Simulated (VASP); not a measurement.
Set up this calculation in VASP 6.6.1, as the native input.

```
Task                   : single point
Functional             : revPBE
Dispersion             : D3(BJ)
Potentials or basis    : VASP PAW PBE potentials, release 64 (S, Ti_sv)
Cutoff                 : 400 eV
k mesh                 : 12 × 12 × 1
Occupations            : gaussian, width 0.08 eV
Spin                   : no spin polarisation
Dipole correction      : yes
Further INCAR settings : ALGO = Normal; EDIFF = 1e-06; NBANDS = 19; NELMDL = -8
```

The structure of TiS2 lies in POSCAR:

```
TiS2
1.0
    3.3537774567      0.0000000000      0.0000000000
   -1.6768887283      2.9044564761      0.0000000000
    0.0000000000      0.0000000000     29.5200000028
S Ti
2 1
Direct
    0.3333333333      0.6666666667      0.2367620758
    0.6666666667      0.3333333333      0.3343761355
    0.0000000000      0.0000000000      0.2855691057
```

The input as run:

INCAR

```
ALGO     = Normal         # electronic algorithm
DIPOL    = 0.5 0.5 0.286
EDIFF    = 1E-6           # SCF threshold, eV
ENCUT    = 400            # plane-wave cutoff, eV
GGA      = RE             # functional
GGA_COMPAT= False        
IDIPOL   = 3            
ISIF     = 2              # what is computed and relaxed
ISMEAR   = 0              # smearing method
IVDW     = 12             # dispersion correction
LASPH    = True           # aspherical terms in the spheres
LCHARG   = False          # write CHGCAR
LDIPOL   = True         
LREAL    = False          # projectors in reciprocal space
LWAVE    = False          # write WAVECAR
NBANDS   = 19             # bands
NELM     = 120            # most SCF steps
NELMDL   = -8           
PREC     = Accurate       # precision mode
SIGMA    = 0.08           # smearing width, eV
```

KPOINTS

```
k-points
0
Gamma
  12 12 1
```

Potentials or basis: VASP PAW PBE potentials, release 64 (S, Ti_sv).

The run is started by

```bash
$ cat potpaw_PBE.64/S/POTCAR potpaw_PBE.64/Ti_sv/POTCAR > POTCAR
$ mpirun -np 1 vasp_std > vasp.out
```

It gave:

```
Largest force              : 0.014 eV/Å
Band gap on the k mesh     : zero (bands 12 and 13 overlap by 0.11 eV)
Dispersion energy per atom : -0.568 eV
```

Caveat: the PAW data sets were made with another functional, which shifts forces and pressure a little.

Run time: 2.7 min on 1 thread of AMD EPYC 7R43 64-Core Processor (Zen 3) (shared host), peak memory 0.3 GiB.
